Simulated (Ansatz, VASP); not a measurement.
# One calculation of RbTi, two programs

```xyz
2
Lattice="4.0591 0.0000 0.0000 0.0000 4.0591 0.0000 0.0000 0.0000 4.0591" Properties=species:S:1:pos:R:3 pbc="T T T"
Rb    0.0000    0.0000    0.0000
Ti    2.0296    2.0296    2.0296
```

Change from the starting cell: volume scaled by 1.04, crystal datasets.

Alike in both runs: task electric field gradients; functional PBEsol; k mesh 10 × 10 × 10; occupations fermi-dirac, width 0.03 eV; no spin polarisation.

```csv
,VASP,Ansatz
version,VASP 6.6.1,Ansatz 0.2.0
potentials or method,"VASP PAW PBE potentials, release 64 (Rb_sv, Ti_sv), cutoff 520 eV","all-electron PAW with datasets made for the crystal, scalar-relativistic"
```

|  | VASP | Ansatz | Ansatz less VASP |
| --- | --- | --- | --- |
| pressure (GPa) | -0.5 | -0.5 | -0.03 |

VASP's potentials were made for PBE, not for PBEsol. Ansatz ran all-electron here, and VASP with PAW potentials.
